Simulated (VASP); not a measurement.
# Cd3HgSe4 (P-4m2) in VASP: notebook

Aim: see how the results for Cd3HgSe4 move with the level of theory and the settings. Levels: PBE, PBEsol. Tasks: single point, relaxation of cell and atoms.

Program: VASP 6.6.1. These are calculated values, not measurements. Logs are shortened: lines on timing, memory, paths and dates and some standing lists are left out, and cuts for length are marked.

### 1 The cell of the first run

It takes space group P-4m2 (No. 115, tetragonal). Conventional cell: a = 4.217 Å, b = 4.217 Å, c = 11.927 Å, α = 90.00°, β = 90.00°, γ = 90.00°. Cd (site symmetry 2mm) has 4 Se at 2.58 Å within 3.4 Å. Within 3.4 Å of Cd (site symmetry -4m2) lie 4 Se at 2.58 Å. Within 3.4 Å of Hg (site symmetry -4m2) lie 4 Se at 2.58 Å. Within 3.4 Å of Se (site symmetry 2mm) lie 2 Hg at 2.58 Å and 2 Cd at 2.58 Å. Within 3.4 Å of Se (site symmetry 2mm) lie 4 Cd at 2.58 Å.

### 2 Single point, PBE

The input, INCAR:

```
PREC     = Accurate       # precision mode
ENCUT    = 520            # plane-wave cutoff, eV
EDIFF    = 1E-7           # SCF threshold, eV
ISMEAR   = 0              # smearing method
SIGMA    = 0.1            # smearing width, eV
LREAL    = False          # projectors in reciprocal space
LASPH    = True           # aspherical terms in the spheres
NELM     = 100            # most SCF steps
ALGO     = Normal         # electronic algorithm
ISIF     = 2              # what is computed and relaxed
LWAVE    = False          # write WAVECAR
LCHARG   = False          # write CHGCAR
GGA      = PE             # functional
NBANDS   = 46             # bands
```

The input, KPOINTS:

```
regular mesh
0
Gamma
  4 4 2
```

The input, POSCAR:

```
Cd3HgSe4
1.0
    4.2166723600      0.0000000000      0.0000000000
    0.0000000000      4.2166723600      0.0000000000
    0.0000000000      0.0000000000     11.9265504700
Cd Hg Se
3 1 4
Direct
    0.0000000000      0.0000000000      0.7500000000
    0.0000000000      0.0000000000      0.2500000000
    0.5000000000      0.5000000000      0.5000000000
    0.5000000000      0.5000000000      0.0000000000
    0.5000000000      0.0000000000      0.8750000000
    0.0000000000      0.5000000000      0.1250000000
    0.5000000000      0.0000000000      0.3750000000
    0.0000000000      0.5000000000      0.6250000000
```

Potentials or basis: VASP PAW PBE potentials, release 64 (Cd, Hg, Se).

Started as:

```sh
$ cat potpaw_PBE.64/Cd/POTCAR potpaw_PBE.64/Hg/POTCAR potpaw_PBE.64/Se/POTCAR > POTCAR
$ mpirun -np 1 vasp_std > vasp.out
```

OUTCAR:

```text
PREC = Accurate
   ENCUT = 520
   EDIFF = 1E-7
   ISMEAR = 0
   LREAL = False
   LASPH = True
   NELM = 100
   ISIF = 2
   GGA = PE

 ion  position               nearest neighbor table
   1  0.000  0.000  0.750-   5 2.58   8 2.58   8 2.58   5 2.58
   2  0.000  0.000  0.250-   6 2.58   7 2.58   6 2.58   7 2.58
   3  0.500  0.500  0.500-   7 2.58   8 2.58   7 2.58   8 2.58
   4  0.500  0.500  0.000-   5 2.58   6 2.58   5 2.58   6 2.58
   5  0.500  0.000  0.875-   1 2.58   4 2.58   4 2.58   1 2.58
   6  0.000  0.500  0.125-   2 2.58   4 2.58   2 2.58   4 2.58
   7  0.500  0.000  0.375-   2 2.58   3 2.58   3 2.58   2 2.58
   8  0.000  0.500  0.625-   1 2.58   3 2.58   1 2.58   3 2.58

  LATTYP: Found a simple tetragonal cell.
 ALAT       =     4.2166723600
 C/A-ratio  =     2.8284271226

  Lattice vectors:

 A1 = (   4.2166723600,   0.0000000000,   0.0000000000)
 A2 = (   0.0000000000,   4.2166723600,   0.0000000000)
 A3 = (   0.0000000000,   0.0000000000,  11.9265504700)

Analysis of symmetry for initial positions (statically):
=====================================================================
 Subroutine PRICEL returns:
 Original cell was already a primitive cell.

 Routine SETGRP: Setting up the symmetry group for a
 simple tetragonal supercell.

 Subroutine GETGRP returns: Found  8 space group operations
 (whereof  8 operations were pure point group operations)
 out of a pool of 16 trial point group operations.

The static configuration has the point symmetry D_2d.

Analysis of symmetry for dynamics (positions and initial velocities):
=====================================================================
 Subroutine PRICEL returns:
 Original cell was already a primitive cell.

 Routine SETGRP: Setting up the symmetry group for a
 simple tetragonal supercell.

 Subroutine GETGRP returns: Found  8 space group operations
 (whereof  8 operations were pure point group operations)
 out of a pool of 16 trial point group operations.

The dynamic configuration has the point symmetry D_2d.

 Subroutine INISYM returns: Found  8 space group operations
 (whereof  8 operations are pure point group operations),
 and found     1 'primitive' translations

[... 94 lines left out ...]
   LREAL  =      F    real-space projection
   EDIFFG = 0.1E-05   stopping-criterion for IOM
   NSW    =      0    number of steps for IOM
   IBRION =     -1    ionic relax: 0-MD 1-quasi-New 2-CG
   NFREE  =      0    steps in history (QN), initial steepest desc. (CG)
   ISIF   =      2    stress and relaxation
   ISYM   =      2    0-nonsym 1-usesym 2-fastsym
   POTIM  = 0.5000    time-step for ionic-motion
   TEBEG  =    0.0;   TEEND  =   0.0 temperature during run
   PSTRESS=    0.0 pullay stress
   NELECT =      72.0000    total number of electrons
   NUPDOWN=      -1.0000    fix difference up-down
   EMIN   =  10.00;   EMAX   =-10.00  energy-range for DOS
   EFERMI =   0.00;   METHOD = LEGACY
   ISMEAR =     0;   SIGMA  =   0.10  broadening in eV -4-tet -1-fermi 0-gaus
   EFERMI_NEDOS =   21; number of points for ismear=-14 and -15
   IALGO  =     38    algorithm
   IMIX   =      4    mixing-type and parameters
     AMIX     =   0.40;   BMIX     =  1.00
     AMIX_MAG =   1.60;   BMIX_MAG =  1.00
  volume/ion in A,a.u.               =      26.51       178.88
  Fermi-wavevector in a.u.,A,eV,Ry     =   1.142091  2.158240 17.747065  1.304372
  Thomas-Fermi vector in A             =   2.278790
   LORBIT       =      0    0 simple, 1 ext, 2 COOP (PROOUT), +10 PAW based schemes
   GGA     = PE    functional components
   LHFCALC =     F    Hartree Fock is set to
   AEXX    =    0.0000 exact exchange contribution
   IVDW    =     0    specifies the selected vdW correction
   LEPSILON=     F    determine dielectric tensor
   LRPA    =     F    only Hartree local field effects (RPA)
 non-spin polarized calculation
 Gauss-broadening in eV      SIGMA  =   0.10
  energy-cutoff  :      520.00
  volume of cell :      212.06
 maximum number of plane-waves:      5772
 NGX is ok and might be reduce to    32
   NGX = 15   NGY = 15   NGZ = 45

 number of electron      72.0000035 magnetization

 Free energy of the ion-electron system (eV)
  ---------------------------------------------------
  ext. energy  EPLUGINS =         0.00000000
  ---------------------------------------------------
  free energy    TOTEN  =       -19.85775400 eV

  energy without entropy =      -19.85707383  energy(sigma->0) =      -19.85741392

 E-fermi :   1.8646     XC(G=0):  -9.1965

 val. band max:        1.7080953075   @ k =   0.0000   0.0000   0.0000
 cond. band min:       1.9959308471   @ k =   0.0000   0.0000   0.0000
 fundamental gap:      0.2878355396
 Fermi energy:         1.8646158058

 k-point     1 :       0.0000    0.0000    0.0000
  band No.  band energies     occupation
      1     -11.5461      2.00000
      2     -11.2111      2.00000
      3     -11.1947      2.00000
      4     -10.8999      2.00000
      5      -6.6037      2.00000
      6      -6.6037      2.00000
[... 577 lines left out ...]
     45       9.9428      0.00000
     46      10.1196      0.00000

------------------------ aborting loop because EDIFF is reached ----------------------------------------

  FORCE on cell =-STRESS in cart. coord.  units (eV):
  Direction    XX          YY          ZZ          XY          YZ          ZX
  --------------------------------------------------------------------------------------
  -------------------------------------------------------------------------------------
  Total       10.4229547     10.4229547     10.0310611      0.0000000     -0.0000000      0.0000000
  in kB       78.7493299     78.7493299     75.7884267      0.0000000     -0.0000000      0.0000000
  external PRESSURE =      77.7623622 kB  Pullay stress =       0.0000000 kB

 VOLUME and BASIS-vectors are now :
 -----------------------------------------------------------------------------
  energy-cutoff  :      520.00
  volume of cell :      212.06
      direct lattice vectors                 reciprocal lattice vectors
     4.216672360  0.000000000  0.000000000     0.237153830  0.000000000  0.000000000
     0.000000000  4.216672360  0.000000000     0.000000000  0.237153830  0.000000000
     0.000000000  0.000000000 11.926550470     0.000000000  0.000000000  0.083846541

 POSITION                                       TOTAL-FORCE (eV/Angst)
 -----------------------------------------------------------------------------------
      0.00000      0.00000      8.94491        -0.000000      0.000000      0.003087
      0.00000      0.00000      2.98164        -0.000000      0.000000     -0.003087
      2.10834      2.10834      5.96328         0.000000     -0.000000      0.000000
      2.10834      2.10834      0.00000         0.000000     -0.000000      0.000000
      2.10834      0.00000     10.43573        -0.000000      0.000000     -0.245649
      0.00000      2.10834      1.49082         0.000000      0.000000      0.245649
      2.10834      0.00000      4.47246         0.000000      0.000000     -0.002112
      0.00000      2.10834      7.45409         0.000000      0.000000      0.002112
 -----------------------------------------------------------------------------------
    total drift:                                0.000000     -0.000000     -0.000000

  FREE ENERGIE OF THE ION-ELECTRON SYSTEM (eV)
  ---------------------------------------------------
  free  energy   TOTEN  =       -19.8577539987 eV

  energy  without entropy=      -19.8570738327  energy(sigma->0) =      -19.85741392
```

Run time: 57 s. Hardware: 1 thread of Intel Xeon 6975P-C (Granite Rapids), shared host; peak memory 0.35 GiB.

What came out:

* Free energy: -19.8578 eV
* Pressure: 7.8 GPa
* Largest force: 0.246 eV/Å
* Band gap on the k mesh: 0.29 eV

Forces in eV/Å, atoms in the order of the input:
```
Cd   0.000  0.000  0.003
Cd   0.000  0.000 -0.003
Cd   0.000  0.000  0.000
Hg   0.000  0.000  0.000
Se   0.000  0.000 -0.246
Se   0.000  0.000  0.246
Se   0.000  0.000 -0.002
Se   0.000  0.000  0.002
```

Levels at points of the mesh, in eV from the valence-band top:
| k point | band 33 | band 34 | band 35 | band 36 | band 37 | band 38 | band 39 | band 40 |
| --- | --- | --- | --- | --- | --- | --- | --- | --- |
| (0.00, 0.00, 0.00) | -1.17 | -0.03 | 0.00 | 0.00 | 0.29 | 2.94 | 3.03 | 3.25 |
| (0.50, 0.00, 0.00) | -0.98 | -0.98 | -0.88 | -0.73 | 1.80 | 2.30 | 3.48 | 3.75 |
| (0.50, 0.50, 0.00) | -2.26 | -2.23 | -2.23 | -2.18 | 2.93 | 2.93 | 3.19 | 3.75 |
| (0.00, 0.00, 0.50) | -0.57 | -0.57 | -0.28 | -0.28 | 1.62 | 1.96 | 3.07 | 3.23 |
| (0.50, 0.00, 0.50) | -1.04 | -1.03 | -0.98 | -0.73 | 2.28 | 2.99 | 3.00 | 3.03 |
| (0.50, 0.50, 0.50) | -2.44 | -2.44 | -2.34 | -2.31 | 3.53 | 3.61 | 3.61 | 3.83 |

Caveat: the cell stands under pressure; spin-orbit coupling is left out, which moves the levels of the heavy elements.

### 3 Single point, PBE

This run uses another cell than the first one, of 30.12 Å³/atom.

The input, INCAR:

```
PREC     = Accurate       # precision mode
ENCUT    = 520            # plane-wave cutoff, eV
EDIFF    = 1E-6           # SCF threshold, eV
ISMEAR   = 0              # smearing method
SIGMA    = 0.1            # smearing width, eV
LREAL    = F              # projectors in reciprocal space
LASPH    = T              # aspherical terms in the spheres
NELM     = 80             # most SCF steps
ALGO     = Normal         # electronic algorithm
ISIF     = 2              # what is computed and relaxed
LWAVE    = F              # write WAVECAR
LCHARG   = T              # write CHGCAR
GGA      = PE             # functional
LELF     = T              # ELF
LVHAR    = T            
NBANDS   = 46             # bands
```

The input, KPOINTS:

```
Automatic mesh
0
Gamma
  4 4 2
```

The input, POSCAR:

```
Cd3HgSe4
1.0
    4.4121590515      0.0000000000      0.0000000000
    0.0000000000      4.4121590515      0.0000000000
    0.0000000000      0.0000000000     12.3792162077
Cd Hg Se
3 1 4
Direct
    0.0000000000      0.0000000000      0.7485320567
    0.0000000000      0.0000000000      0.2514679433
    0.5000000000      0.5000000000      0.5000000000
    0.5000000000      0.5000000000      0.0000000000
    0.5000000000      0.0000000000      0.8723719373
    0.0000000000      0.5000000000      0.1276280627
    0.5000000000      0.0000000000      0.3757509559
    0.0000000000      0.5000000000      0.6242490441
```

Potentials or basis: VASP PAW PBE potentials, release 64 (Cd, Hg, Se).

Started as:

```sh
$ cat potpaw_PBE.64/Cd/POTCAR potpaw_PBE.64/Hg/POTCAR potpaw_PBE.64/Se/POTCAR > POTCAR
$ mpirun -np 1 vasp_std > vasp.out
```

OUTCAR:

```text
PREC = Accurate
   ENCUT = 520
   EDIFF = 1E-6
   ISMEAR = 0
   LREAL = F
   LASPH = T
   NELM = 80
   ISIF = 2
   GGA = PE

 ion  position               nearest neighbor table
   1  0.000  0.000  0.749-   5 2.69   5 2.69   8 2.69   8 2.69
   2  0.000  0.000  0.251-   6 2.69   6 2.69   7 2.69   7 2.69
   3  0.500  0.500  0.500-   7 2.69   8 2.69   7 2.69   8 2.69
   4  0.500  0.500  0.000-   5 2.71   6 2.71   5 2.71   6 2.71
   5  0.500  0.000  0.872-   1 2.69   1 2.69   4 2.71   4 2.71
   6  0.000  0.500  0.128-   2 2.69   2 2.69   4 2.71   4 2.71
   7  0.500  0.000  0.376-   3 2.69   3 2.69   2 2.69   2 2.69
   8  0.000  0.500  0.624-   3 2.69   3 2.69   1 2.69   1 2.69

  LATTYP: Found a simple tetragonal cell.
 ALAT       =     4.4121590515
 C/A-ratio  =     2.8057048858

  Lattice vectors:

 A1 = (   4.4121590515,   0.0000000000,   0.0000000000)
 A2 = (   0.0000000000,   4.4121590515,   0.0000000000)
 A3 = (   0.0000000000,   0.0000000000,  12.3792162077)

Analysis of symmetry for initial positions (statically):
=====================================================================
 Subroutine PRICEL returns:
 Original cell was already a primitive cell.

 Routine SETGRP: Setting up the symmetry group for a
 simple tetragonal supercell.

 Subroutine GETGRP returns: Found  8 space group operations
 (whereof  8 operations were pure point group operations)
 out of a pool of 16 trial point group operations.

The static configuration has the point symmetry D_2d.

Analysis of symmetry for dynamics (positions and initial velocities):
=====================================================================
 Subroutine PRICEL returns:
 Original cell was already a primitive cell.

 Routine SETGRP: Setting up the symmetry group for a
 simple tetragonal supercell.

[... 125 lines left out ...]
  Fermi-wavevector in a.u.,A,eV,Ry     =   1.094428  2.068169 16.296685  1.197773
  Thomas-Fermi vector in A             =   2.230732
   LORBIT       =      0    0 simple, 1 ext, 2 COOP (PROOUT), +10 PAW based schemes
   GGA     = PE    functional components
   LHFCALC =     F    Hartree Fock is set to
   AEXX    =    0.0000 exact exchange contribution
   IVDW    =     0    specifies the selected vdW correction
   LEPSILON=     F    determine dielectric tensor
   LRPA    =     F    only Hartree local field effects (RPA)
 non-spin polarized calculation
 Gauss-broadening in eV      SIGMA  =   0.10
  energy-cutoff  :      520.00
  volume of cell :      240.99
 maximum number of plane-waves:      6531
 NGX is ok and might be reduce to    36
   NGX = 17   NGY = 17   NGZ = 47

 number of electron      72.0000002 magnetization

 Free energy of the ion-electron system (eV)
  ---------------------------------------------------
  ext. energy  EPLUGINS =         0.00000000
  ---------------------------------------------------
  free energy    TOTEN  =       -20.49557636 eV

  energy without entropy =      -20.49055566  energy(sigma->0) =      -20.49306601

 E-fermi :   0.6786     XC(G=0):  -8.6126

 val. band max:        0.6095301791   @ k =   0.0000   0.0000   0.0000
 cond. band min:       0.6815810019   @ k =   0.0000   0.0000   0.0000
 fundamental gap:      0.0720508228
 Fermi energy:         0.6786465902

 k-point     1 :       0.0000    0.0000    0.0000
  band No.  band energies     occupation
      1     -11.8350      2.00000
      2     -11.6011      2.00000
      3     -11.5921      2.00000
      4     -11.3723      2.00000
      5      -7.2355      2.00000
      6      -7.2355      2.00000
[... 577 lines left out ...]
     45       8.6602      0.00000
     46       8.7146      0.00000

------------------------ aborting loop because EDIFF is reached ----------------------------------------

  FORCE on cell =-STRESS in cart. coord.  units (eV):
  Direction    XX          YY          ZZ          XY          YZ          ZX
  --------------------------------------------------------------------------------------
  -------------------------------------------------------------------------------------
  Total        0.1586845      0.1586845      0.0508261      0.0000000      0.0000000     -0.0000000
  in kB        1.0549930      1.0549930      0.3379105      0.0000000      0.0000000     -0.0000000
  external PRESSURE =       0.8159655 kB  Pullay stress =       0.0000000 kB

 VOLUME and BASIS-vectors are now :
 -----------------------------------------------------------------------------
  energy-cutoff  :      520.00
  volume of cell :      240.99
      direct lattice vectors                 reciprocal lattice vectors
     4.412159051  0.000000000  0.000000000     0.226646408  0.000000000  0.000000000
     0.000000000  4.412159051  0.000000000     0.000000000  0.226646408  0.000000000
     0.000000000  0.000000000 12.379216208     0.000000000  0.000000000  0.080780559

 POSITION                                       TOTAL-FORCE (eV/Angst)
 -----------------------------------------------------------------------------------
      0.00000      0.00000      9.26624        -0.000000      0.000000     -0.004087
      0.00000      0.00000      3.11298         0.000000      0.000000      0.004087
      2.20608      2.20608      6.18961        -0.000000     -0.000000     -0.000000
      2.20608      2.20608      0.00000        -0.000000      0.000000     -0.000000
      2.20608      0.00000     10.79928        -0.000000      0.000000      0.014121
      0.00000      2.20608      1.57994        -0.000000      0.000000     -0.014121
      2.20608      0.00000      4.65150        -0.000000      0.000000     -0.000353
      0.00000      2.20608      7.72771        -0.000000      0.000000      0.000353
 -----------------------------------------------------------------------------------
    total drift:                                0.000000      0.000000      0.000000

  FREE ENERGIE OF THE ION-ELECTRON SYSTEM (eV)
  ---------------------------------------------------
  free  energy   TOTEN  =       -20.4955763643 eV

  energy  without entropy=      -20.4905556585  energy(sigma->0) =      -20.49306601
```

OSZICAR:

```text
N       E                     dE             d eps       ncg     rms          rms(c)
DAV:   1     0.509297767306E+03    0.50930E+03   -0.33696E+04  1104   0.140E+03
DAV:   2     0.111063834183E+02   -0.49819E+03   -0.48309E+03  1230   0.338E+02
DAV:   3    -0.215886661277E+02   -0.32695E+02   -0.32506E+02  1274   0.838E+01
DAV:   4    -0.219781970874E+02   -0.38953E+00   -0.38903E+00  1230   0.876E+00
DAV:   5    -0.219820145255E+02   -0.38174E-02   -0.38170E-02  1294   0.812E-01    0.115E+01
DAV:   6    -0.205343551145E+02    0.14477E+01   -0.29179E+00  1306   0.126E+01    0.921E+00
DAV:   7    -0.205095750224E+02    0.24780E-01   -0.13660E+00  1202   0.444E+00    0.344E+00
DAV:   8    -0.204960067697E+02    0.13568E-01   -0.19212E-01  1232   0.314E+00    0.604E-01
DAV:   9    -0.204951606613E+02    0.84611E-03   -0.25697E-02  1206   0.136E+00    0.196E-01
DAV:  10    -0.204953533800E+02   -0.19272E-03   -0.16896E-03  1206   0.321E-01    0.943E-02
DAV:  11    -0.204956491325E+02   -0.29575E-03   -0.91370E-04  1208   0.162E-01    0.439E-02
DAV:  12    -0.204955690504E+02    0.80082E-04   -0.27783E-04  1262   0.120E-01    0.185E-02
DAV:  13    -0.204955741281E+02   -0.50777E-05   -0.50528E-05  1236   0.239E-02    0.683E-03
DAV:  14    -0.204955757176E+02   -0.15895E-05   -0.22297E-06   920   0.633E-03    0.232E-03
DAV:  15    -0.204955763643E+02   -0.64667E-06   -0.75225E-07   874   0.343E-03
   1 F= -.20495576E+02 E0= -.20493066E+02  d E =-.502071E-02
```

stdout:

```text
POSCAR found type information on POSCAR CdHgSe
 POSCAR found :  3 types and       8 ions
 scaLAPACK will be used
 LDA part: xc-table for (Slater+PW92), standard interpolation
 POSCAR, INCAR and KPOINTS ok, starting setup
 FFT: planning ... GRIDC
 FFT: planning ... GRID_SOFT
 FFT: planning ... GRID
 WAVECAR not read
 entering main loop
```

Wall time 73 s (1 thread of Intel Xeon 6975P-C (Granite Rapids), shared host); peak memory 0.4 GiB.

Results:

* Free energy: -20.4956 eV
* Pressure: 0.1 GPa
* Largest force: 0.014 eV/Å
* Band gap on the k mesh: 0.07 eV

Forces in eV/Å, atoms in the order of the input:
```
Cd   0.000  0.000 -0.004
Cd   0.000  0.000  0.004
Cd   0.000  0.000  0.000
Hg   0.000  0.000  0.000
Se   0.000  0.000  0.014
Se   0.000  0.000 -0.014
Se   0.000  0.000  0.000
Se   0.000  0.000  0.000
```

Caveat: spin-orbit coupling is left out, which moves the levels of the heavy elements.

[end of part 1 of 2]
